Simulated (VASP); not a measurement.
CdF2, 3 atoms in the cell. It takes space group R-3m (No. 166, trigonal). Conventional cell: a = 3.830 Å, b = 3.830 Å, c = 9.518 Å, α = 90.00°, β = 90.00°, γ = 120.00°. Within 3.1 Å of Cd (site symmetry -3m) lie 8 F at 2.35 to 2.38 Å. F (site symmetry 3m) has 4 Cd at 2.35 to 2.38 Å and 6 F at 2.72 to 2.73 Å within 3.1 Å. 

* Program: VASP 6.6.1
* Task: single point
* Functional: PBE
* Dispersion: D3(BJ)
* Potentials or basis: VASP PAW PBE potentials, release 64 (Cd, F)
* Cutoff: 520 eV
* k mesh: 6 × 6 × 6
* Occupations: gaussian, width 0.1 eV
* Spin: no spin polarisation
* Dipole correction: no
* Further INCAR settings: ALGO = Normal; EDIFF = 1e-06; NBANDS = 20

Potentials or basis: VASP PAW PBE potentials, release 64 (Cd, F).

Command:

```sh
$ cat potpaw_PBE.64/Cd/POTCAR potpaw_PBE.64/F/POTCAR > POTCAR
$ mpirun -np 1 vasp_std > vasp.out
```

Hardware: 1 thread of Intel(R) Xeon(R) 6975P-C (Granite Rapids) (shared host).

Task: How long does it take, and how much memory?

Result: It took 17 s on 1 thread of Intel(R) Xeon(R) 6975P-C (Granite Rapids) (shared host), peak memory 0.18 GiB. Counts: scf iterations 14, k points 32.
